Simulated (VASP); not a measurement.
# ZrIn2Se3 (P-4m2) in VASP: notebook

ZrIn2Se3 is run at these levels: PBE; tasks: single point.

All numbers are computed with VASP 6.6.1; they aren't measurements. Logs are shortened: lines on timing, memory, paths and dates and some standing lists are left out, and cuts for length are marked.

## (1) The cell of the first run

The structure is tetragonal, space group P-4m2 (No. 115). Conventional cell: a = 3.881 Å, b = 3.881 Å, c = 8.705 Å, α = 90.00°, β = 90.00°, γ = 90.00°. Within 3.6 Å of Zr (site symmetry -4m2) lie 4 Se at 2.74 Å and 4 In at 3.02 Å. Within 3.9 Å of In (site symmetry 2mm) lie 7 Se at 2.94 to 3.03 Å and 2 Zr at 3.02 Å and 4 In at 3.88 Å. Within 3.9 Å of Se (site symmetry 2mm) lie 5 In at 2.94 to 3.03 Å and 10 Se at 3.39 to 3.88 Å and 2 Zr at 3.88 Å. Se (site symmetry -4m2) has 4 Zr at 2.74 Å and 4 In at 3.02 Å within 3.6 Å.

## (2) Single point, PBE

Input file INCAR:

```
PREC = Accurate
ENCUT = 520
EDIFF = 1E-6
ISMEAR = 0
SIGMA = 0.1
LREAL = False
LASPH = True
NELM = 80
ALGO = Normal
ISIF = 2
LWAVE = False
LCHARG = False
GGA = PE
NBANDS = 37
```

Input file KPOINTS:

```
regular mesh
0
Gamma
  4 4 2
```

Input file POSCAR:

```
ZrIn2Se3
1.0
    3.8810075800      0.0000000000      0.0000000000
    0.0000000000      3.8810075800      0.0000000000
    0.0000000000      0.0000000000      8.7045275900
Zr In Se
1 2 3
Direct
    0.5000000000      0.5000000000      0.0000000000
    0.5000000000      0.0000000000      0.7344790700
    0.0000000000      0.5000000000      0.2655209300
    0.5000000000      0.0000000000      0.3861632900
    0.0000000000      0.5000000000      0.6138367100
    0.0000000000      0.0000000000      0.0000000000
```

Potentials or basis: VASP PAW PBE potentials, release 64 (Zr_sv, In_d, Se).

The run is started by

```console
> cat potpaw_PBE.64/Zr_sv/POTCAR potpaw_PBE.64/In_d/POTCAR potpaw_PBE.64/Se/POTCAR > POTCAR
> mpirun -np 1 vasp_std > vasp.out
```

OUTCAR:

```text
PREC = Accurate
   ENCUT = 520
   EDIFF = 1E-6
   ISMEAR = 0
   LREAL = False
   LASPH = True
   NELM = 80
   ISIF = 2
   GGA = PE

 ion  position               nearest neighbor table
   1  0.500  0.500  0.000-   6 2.74   6 2.74   6 2.74   6 2.74   3 3.02   3 3.02   2 3.02   2 3.02

   2  0.500  0.000  0.734-   5 2.94   5 2.94   5 2.94   5 2.94   1 3.02   6 3.02   6 3.02   1 3.02
                             4 3.03
   3  0.000  0.500  0.266-   4 2.94   4 2.94   4 2.94   4 2.94   6 3.02   1 3.02   6 3.02   1 3.02
                             5 3.03
   4  0.500  0.000  0.386-   3 2.94   3 2.94   3 2.94   3 2.94   2 3.03
   5  0.000  0.500  0.614-   2 2.94   2 2.94   2 2.94   2 2.94   3 3.03
   6  0.000  0.000  0.000-   1 2.74   1 2.74   1 2.74   1 2.74   3 3.02   3 3.02   2 3.02   2 3.02

  LATTYP: Found a simple tetragonal cell.
 ALAT       =     3.8810075800
 C/A-ratio  =     2.2428525095

  Lattice vectors:

 A1 = (   3.8810075800,   0.0000000000,   0.0000000000)
 A2 = (   0.0000000000,   3.8810075800,   0.0000000000)
 A3 = (   0.0000000000,   0.0000000000,   8.7045275900)

Analysis of symmetry for initial positions (statically):
=====================================================================
 Subroutine PRICEL returns:
 Original cell was already a primitive cell.

 Routine SETGRP: Setting up the symmetry group for a
 simple tetragonal supercell.

 Subroutine GETGRP returns: Found  8 space group operations
 (whereof  8 operations were pure point group operations)
 out of a pool of 16 trial point group operations.

The static configuration has the point symmetry D_2d.

Analysis of symmetry for dynamics (positions and initial velocities):
=====================================================================
 Subroutine PRICEL returns:
 Original cell was already a primitive cell.

 Routine SETGRP: Setting up the symmetry group for a
 simple tetragonal supercell.

 Subroutine GETGRP returns: Found  8 space group operations
 (whereof  8 operations were pure point group operations)
 out of a pool of 16 trial point group operations.

The dynamic configuration has the point symmetry D_2d.

 Subroutine INISYM returns: Found  8 space group operations
 (whereof  8 operations are pure point group operations),
 and found     1 'primitive' translations

----------------------------------------------------------------------------------------

                                     Primitive cell

  volume of cell :     131.1095

  direct lattice vectors                    reciprocal lattice vectors
     3.881007580  0.000000000  0.000000000     0.257665047  0.000000000  0.000000000
     0.000000000  3.881007580  0.000000000     0.000000000  0.257665047  0.000000000
     0.000000000  0.000000000  8.704527590     0.000000000  0.000000000  0.114882742

  length of vectors
     3.881007580  3.881007580  8.704527590     0.257665047  0.257665047  0.114882742

  position of ions in fractional coordinates (direct lattice)
     0.500000000  0.500000000  0.000000000
     0.500000000  0.000000000  0.734479070
     0.000000000  0.500000000  0.265520930
     0.500000000  0.000000000  0.386163290
     0.000000000  0.500000000  0.613836710
     0.000000000  0.000000000  0.000000000

  ion indices of the primitive-cell ions
   primitive index   ion index
                 1           1
                 2           2
                 3           3
                 4           4
                 5           5
                 6           6

----------------------------------------------------------------------------------------

 KPOINTS: regular mesh

Automatic generation of k-mesh.
 Grid dimensions read from file:
 generate k-points for:    4    4    2

 Generating k-lattice:

  Cartesian coordinates                     Fractional coordinates (reciprocal lattice)
     0.064416262  0.000000000  0.000000000     0.250000000  0.000000000  0.000000000
     0.000000000  0.064416262  0.000000000     0.000000000  0.250000000  0.000000000
     0.000000000  0.000000000  0.057441371     0.000000000  0.000000000  0.500000000

  Length of vectors
     0.064416262  0.064416262  0.057441371

  Shift w.r.t. Gamma in fractional coordinates (k-lattice)
     0.000000000  0.000000000  0.000000000

 Subroutine IBZKPT returns following result:
 ===========================================

 Found     12 irreducible k-points:

 Following reciprocal coordinates:
            Coordinates               Weight
  0.000000  0.000000  0.000000      1.000000
  0.250000  0.000000  0.000000      4.000000
  0.500000  0.000000  0.000000      2.000000
  0.250000  0.250000  0.000000      4.000000
  0.500000  0.250000  0.000000      4.000000
  0.500000  0.500000  0.000000      1.000000
  0.000000  0.000000  0.500000      1.000000
  0.250000  0.000000  0.500000      4.000000
  0.500000  0.000000  0.500000      2.000000
  0.250000  0.250000  0.500000      4.000000
  0.500000  0.250000  0.500000      4.000000
  0.500000  0.500000  0.500000      1.000000
   k-points           NKPTS =     12   k-points in BZ     NKDIM =     12   number of bands    NBANDS=     37
   number of dos      NEDOS =    301   number of ions     NIONS =      6
   total plane-waves  NPLWV =  63000
   dimension x,y,z NGX =    30 NGY =   30 NGZ =   70
   dimension x,y,z NGXF=    60 NGYF=   60 NGZF=  140
   ions per type =               1   2   3
   NGX,Y,Z   is equivalent  to a cutoff of  12.85, 12.85, 13.37 a.u.
   NGXF,Y,Z  is equivalent  to a cutoff of  25.70, 25.70, 26.74 a.u.
 SYSTEM =  unknown system
   PREC   = accura    normal or accurate (medium, high low for compatibility)
   ISTART =      0    job   : 0-new  1-cont  2-samecut
   ICHARG =      2    charge: 1-file 2-atom 10-const
   ISPIN  =      1    spin polarized calculation?
   LNONCOLLINEAR =      F non collinear calculations
   LSORBIT =      F    spin-orbit coupling
   LASPH  =      T    aspherical Exc in radial PAW
   ENCUT  =  520.0 eV  38.22 Ry    6.18 a.u.   7.22  7.22 16.18*2*pi/ulx,y,z
   NELM   =     80;   NELMIN=  2; NELMDL= -5     # of ELM steps
   EDIFF  = 0.1E-05   stopping-criterion for ELM
   LREAL  =      F    real-space projection
   EDIFFG = 0.1E-04   stopping-criterion for IOM
   NSW    =      0    number of steps for IOM
   IBRION =     -1    ionic relax: 0-MD 1-quasi-New 2-CG
   NFREE  =      0    steps in history (QN), initial steepest desc. (CG)
   ISIF   =      2    stress and relaxation
   ISYM   =      2    0-nonsym 1-usesym 2-fastsym
   POTIM  = 0.5000    time-step for ionic-motion
   TEBEG  =    0.0;   TEEND  =   0.0 temperature during run
   PSTRESS=    0.0 pullay stress
   NELECT =      56.0000    total number of electrons
   NUPDOWN=      -1.0000    fix difference up-down
   EMIN   =  10.00;   EMAX   =-10.00  energy-range for DOS
   EFERMI =   0.00;   METHOD = LEGACY
   ISMEAR =     0;   SIGMA  =   0.10  broadening in eV -4-tet -1-fermi 0-gaus
   EFERMI_NEDOS =   21; number of points for ismear=-14 and -15
   IALGO  =     38    algorithm
   IMIX   =      4    mixing-type and parameters
     AMIX     =   0.40;   BMIX     =  1.00
     AMIX_MAG =   1.60;   BMIX_MAG =  1.00
  volume/ion in A,a.u.               =      21.85       147.46
  Fermi-wavevector in a.u.,A,eV,Ry     =   1.232895  2.329834 20.681267  1.520030
  Thomas-Fermi vector in A             =   2.367647
   LORBIT       =      0    0 simple, 1 ext, 2 COOP (PROOUT), +10 PAW based schemes
   GGA     = PE    functional components
   LHFCALC =     F    Hartree Fock is set to
   AEXX    =    0.0000 exact exchange contribution
   IVDW    =     0    specifies the selected vdW correction
   LEPSILON=     F    determine dielectric tensor
   LRPA    =     F    only Hartree local field effects (RPA)
 non-spin polarized calculation
 Gauss-broadening in eV      SIGMA  =   0.10
  energy-cutoff  :      520.00
  volume of cell :      131.11
 maximum number of plane-waves:      3554
 NGX is ok and might be reduce to    30
   NGX = 15   NGY = 15   NGZ = 33

 number of electron      55.9999993 magnetization

 Free energy of the ion-electron system (eV)
  ---------------------------------------------------
  ext. energy  EPLUGINS =         0.00000000
  ---------------------------------------------------
  free energy    TOTEN  =       -25.83429704 eV

  energy without entropy =      -25.81819283  energy(sigma->0) =      -25.82624494

 E-fermi :   7.5155     XC(G=0): -10.6240

 val. band max:        7.4835065371   @ k =   0.5000   0.5000   0.0000
 cond. band min:       7.5393763748   @ k =   0.5000   0.2500   0.5000
 fundamental gap:      0.0558698376
 Fermi energy:         7.5154697919

 k-point     1 :       0.0000    0.0000    0.0000
  band No.  band energies     occupation
      1     -42.5975      2.00000
      2     -20.6508      2.00000
      3     -20.6508      2.00000
      4     -20.6343      2.00000
      5      -7.6134      2.00000
      6      -7.2965      2.00000
[... 29 lines left out ...]
     36      11.9005      0.00000
     37      13.5155      0.00000

 k-point     2 :       0.2500    0.0000    0.0000
  band No.  band energies     occupation
      1     -42.5952      2.00000
      2     -20.7103      2.00000
      3     -20.6421      2.00000
      4     -20.6296      2.00000
      5      -7.4534      2.00000
      6      -7.2737      2.00000
[... 29 lines left out ...]
     36      12.1407      0.00000
     37      12.5164      0.00000

 k-point     3 :       0.5000    0.0000    0.0000
  band No.  band energies     occupation
      1     -42.5929      2.00000
      2     -20.7689      2.00000
      3     -20.6334      2.00000
      4     -20.6250      2.00000
      5      -7.3936      2.00000
      6      -7.2780      2.00000
[... 29 lines left out ...]
     36      11.3978      0.00000
     37      11.8067      0.00000
[... 281 lines left out ...]
 k-point    11 :       0.5000    0.2500    0.5000
  band No.  band energies     occupation
      1     -42.5905      2.00000
      2     -20.7529      2.00000
      3     -20.6854      2.00000
      4     -20.6210      2.00000
      5      -7.4654      2.00000
      6      -7.3146      2.00000
[... 29 lines left out ...]
     36      11.1402      0.00000
     37      13.1857      0.00000

 k-point    12 :       0.5000    0.5000    0.5000
  band No.  band energies     occupation
      1     -42.5881      2.00000
      2     -20.7368      2.00000
      3     -20.7368      2.00000
      4     -20.6170      2.00000
      5      -7.5256      2.00000
      6      -7.3790      2.00000
[... 29 lines left out ...]
     36      12.2126      0.00000
     37      12.5884      0.00000

------------------------ aborting loop because EDIFF is reached ----------------------------------------

  FORCE on cell =-STRESS in cart. coord.  units (eV):
  Direction    XX          YY          ZZ          XY          YZ          ZX
  --------------------------------------------------------------------------------------
  -------------------------------------------------------------------------------------
  Total        2.0757022      2.0757022      7.4963718      0.0000000      0.0000000      0.0000000
  in kB       25.3653843     25.3653843     91.6067578      0.0000000      0.0000000      0.0000000
  external PRESSURE =      47.4458421 kB  Pullay stress =       0.0000000 kB

 VOLUME and BASIS-vectors are now :
 -----------------------------------------------------------------------------
  energy-cutoff  :      520.00
  volume of cell :      131.11
      direct lattice vectors                 reciprocal lattice vectors
     3.881007580  0.000000000  0.000000000     0.257665047  0.000000000  0.000000000
     0.000000000  3.881007580  0.000000000     0.000000000  0.257665047  0.000000000
     0.000000000  0.000000000  8.704527590     0.000000000  0.000000000  0.114882742

 POSITION                                       TOTAL-FORCE (eV/Angst)
 -----------------------------------------------------------------------------------
      1.94050      1.94050      0.00000        -0.000000     -0.000000     -0.000000
      1.94050      0.00000      6.39329         0.000000      0.000000     -1.898102
      0.00000      1.94050      2.31123         0.000000      0.000000      1.898102
      1.94050      0.00000      3.36137        -0.000000      0.000000     -0.977426
      0.00000      1.94050      5.34316        -0.000000      0.000000      0.977426
      0.00000      0.00000      0.00000        -0.000000      0.000000     -0.000000
 -----------------------------------------------------------------------------------
    total drift:                                0.000000      0.000000     -0.000000

  FREE ENERGIE OF THE ION-ELECTRON SYSTEM (eV)
  ---------------------------------------------------
  free  energy   TOTEN  =       -25.8342970442 eV

  energy  without entropy=      -25.8181928301  energy(sigma->0) =      -25.82624494
```

Wall time 64 s (1 thread of Intel Xeon 6975P-C, shared host); peak memory 0.26 GiB.

Results:

* Free energy: -25.8343 eV
* Pressure: 4.7 GPa
* Largest force: 1.898 eV/Å
* Band gap on the k mesh: zero (band 28 reaches 7.76 eV, above the bottom of band 29 at 6.95 eV)

Forces on the atoms (eV/Å):
```
Zr   0.000  0.000  0.000
In   0.000  0.000 -1.898
In   0.000  0.000  1.898
Se   0.000  0.000 -0.977
Se   0.000  0.000  0.977
Se   0.000  0.000  0.000
```

Levels at points of the mesh, in eV from the Fermi level:
```csv
k point,band 26,band 27,band 28,band 29,band 30,band 31
"(0.00, 0.00, 0.00)",-2.21,-1.56,-1.56,-0.06,0.49,0.49
"(0.50, 0.00, 0.00)",-1.16,-0.89,0.21,0.52,0.90,1.27
"(0.50, 0.50, 0.00)",-1.76,-1.38,-1.38,-0.45,-0.03,-0.03
"(0.00, 0.00, 0.50)",-1.03,-1.03,-0.62,-0.56,-0.06,0.16
"(0.50, 0.00, 0.50)",-1.17,-1.14,-0.06,0.33,1.00,1.44
"(0.50, 0.50, 0.50)",-3.08,-2.87,-2.87,0.61,1.26,1.26
```

Caveat: the k points lie up to 0.40 Å⁻¹ apart; spin-orbit coupling is left out, which moves the levels of the heavy elements; forces of over 1 eV/Å act on the atoms, so gaps and moduli don't describe the material at rest.

## (3) Single point, PBE

This run uses another cell than the first one, of 23.46 Å³/atom, 1.074 times its volume.

Input file INCAR:

```
SYSTEM = ZrIn2Se3
ALGO = Normal ; EDIFF = 1E-6
ENCUT = 520 ; GGA = PE
ISIF = 2 ; ISMEAR = 0
LASPH = .TRUE. ; LCHARG = .FALSE.
LREAL = .FALSE. ; LWAVE = .FALSE.
NBANDS = 37 ; NELM = 100
PREC = Accurate ; SIGMA = 0.1
```

Input file KPOINTS:

```
k-points
0
G
  4 4 2
  0 0 0
```

Input file POSCAR:

```
ZrIn2Se3
1.0
    3.9134235458      0.0000000000      0.0000000000
    0.0000000000      3.9134235458      0.0000000000
    0.0000000000      0.0000000000      9.1912808353
Zr In Se
1 2 3
Direct
    0.5000000000      0.5000000000      0.0000000000
    0.5000000000      0.0000000000      0.6988925941
    0.0000000000      0.5000000000      0.3011074059
    0.5000000000      0.0000000000      0.3668272455
    0.0000000000      0.5000000000      0.6331727545
    0.0000000000      0.0000000000      0.0000000000
```

Potentials or basis: VASP PAW PBE potentials, release 64 (Zr_sv, In_d, Se).

The run is started by

```console
> cat potpaw_PBE.64/Zr_sv/POTCAR potpaw_PBE.64/In_d/POTCAR potpaw_PBE.64/Se/POTCAR > POTCAR
> mpirun -np 1 vasp_std > vasp.out
```

Wall time 70 s (1 thread of Intel Xeon 6975P-C, shared host); peak memory 0.26 GiB.

It converged, with:

| Property | Result |
| --- | --- |
| Free energy | -26.7262 eV |
| Pressure | 0.2 GPa |
| Largest force | 0.026 eV/Å |
| Band gap on the k mesh | zero (band 28 reaches 7.40 eV, above the bottom of band 29 at 6.27 eV) |

Forces in eV/Å, atoms in the order of the input:
```
Zr   0.000  0.000  0.000
In   0.000  0.000 -0.026
In   0.000  0.000  0.026
Se   0.000  0.000 -0.013
Se   0.000  0.000  0.013
Se   0.000  0.000  0.000
```

Levels at points of the mesh, in eV from the Fermi level:
| k point | band 26 | band 27 | band 28 | band 29 | band 30 | band 31 |
| --- | --- | --- | --- | --- | --- | --- |
| (0.00, 0.00, 0.00) | -2.24 | -2.24 | -2.20 | -0.02 | 0.47 | 0.47 |
| (0.50, 0.00, 0.00) | -1.48 | -0.58 | 0.51 | 0.75 | 0.79 | 1.21 |
| (0.50, 0.50, 0.00) | -2.34 | -1.42 | -1.42 | -0.63 | -0.63 | 0.00 |
| (0.00, 0.00, 0.50) | -1.98 | -1.98 | -1.12 | -0.40 | -0.02 | 0.22 |
| (0.50, 0.00, 0.50) | -1.49 | -1.01 | 0.25 | 0.57 | 1.10 | 1.39 |
| (0.50, 0.50, 0.50) | -2.76 | -2.72 | -2.72 | 0.43 | 0.61 | 0.61 |

Caveat: the k points lie up to 0.40 Å⁻¹ apart; spin-orbit coupling is left out, which moves the levels of the heavy elements.
